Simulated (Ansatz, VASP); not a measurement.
# Ge2Sb2Te5: VASP beside Ansatz

Contents of INCAR:

```
SYSTEM = Ge2Sb2Te5
ALGO = Normal
EDIFF = 1E-7
ENCUT = 520
GGA = PE
ISIF = 2
ISMEAR = 0
LASPH = .TRUE.
LCHARG = .FALSE.
LREAL = .FALSE.
LWAVE = .FALSE.
NBANDS = 44
NELM = 60
PREC = Accurate
SIGMA = 0.03
```

The input KPOINTS:

```
k-points
0
G
  12 12 2
  0 0 0
```

File POSCAR:

```
Ge2Sb2Te5
1.0
    4.1471262966      0.0000000000      0.0000000000
   -2.0735631483      3.5915167256      0.0000000000
    0.0000000000      0.0000000000     16.0609907215
Ge Sb Te
2 2 5
Direct
    0.0000000000      0.0000000000      0.3314713560
    0.0000000000      0.0000000000      0.6685286440
    0.3333333333      0.6666666667      0.1121550832
    0.6666666667      0.3333333333      0.8878449168
    0.0000000000      0.0000000000      0.0000000000
    0.3333333333      0.6666666667      0.7913602895
    0.6666666667      0.3333333333      0.2086397105
    0.3333333333      0.6666666667      0.4097504733
    0.6666666667      0.3333333333      0.5902495267
```

Input for Ansatz:

```yaml
crystal:
  lattice:
    - [4.1471262966, 0.0, 0.0]
    - [-2.0735631483, 3.5915167256, 0.0]
    - [0.0, 0.0, 16.0609907215]
  atoms:
    - { symbol: Ge, position: [0.0, 0.0, 0.331471356] }
    - { symbol: Ge, position: [0.0, 0.0, 0.668528644] }
    - { symbol: Sb, position: [0.3333333333, 0.6666666667, 0.1121550832] }
    - { symbol: Sb, position: [0.6666666667, 0.3333333333, 0.8878449168] }
    - { symbol: Te, position: [0.0, 0.0, 0.0] }
    - { symbol: Te, position: [0.3333333333, 0.6666666667, 0.7913602895] }
    - { symbol: Te, position: [0.6666666667, 0.3333333333, 0.2086397105] }
    - { symbol: Te, position: [0.3333333333, 0.6666666667, 0.4097504733] }
    - { symbol: Te, position: [0.6666666667, 0.3333333333, 0.5902495267] }
basis:
  ecutwfc: 420
kpoints:
  mp_grid: { grid: [12, 12, 2] }
hamiltonian:
  xc: pbe
  pseudopotentials: { kind: paw, azcp: { folder: soft_1 } }
scf:
  occupations: { method: gaussian, width: 0.03 }
output:
  forces: true
  stress: true
  eigenvalues: true
```

Alike in both runs: task single point; functional PBE; k mesh 12 × 12 × 2; occupations gaussian, width 0.03 eV; no spin polarisation.

```csv
,VASP,Ansatz
version,VASP 6.6.1,Ansatz 0.2.0
potentials or method,"VASP PAW PBE potentials, release 64 (Ge_d, Sb, Te), cutoff 520 eV","scalar-relativistic, plane waves, PAW"
valence electrons in the cell,68,138
```

|  | VASP | Ansatz | Ansatz less VASP |
| --- | --- | --- | --- |
| gap on the k mesh at the Fermi level (eV) | none | none | - |
| pressure (GPa) | 11.5 | 11.4 | -0.07 |
| traceless stress, the component that is largest in VASP (GPa) | 1.30 | 1.34 | +0.043 |
| rms of the force components (eV/Å) | 0.571 | 0.558 | -0.0130 |

Atom by atom the forces differ by 0.015 eV/Å (rms over components). A gap of «none» marks a metal or a gap that the smearing closes. With one functional, cell and mesh, what is left measures potentials, basis and numerics. VASP's potentials hold 68 valence electrons a cell and Ansatz's 138, so a difference there can come from the potentials and not from the codes.

Neither program's run includes spin-orbit coupling.
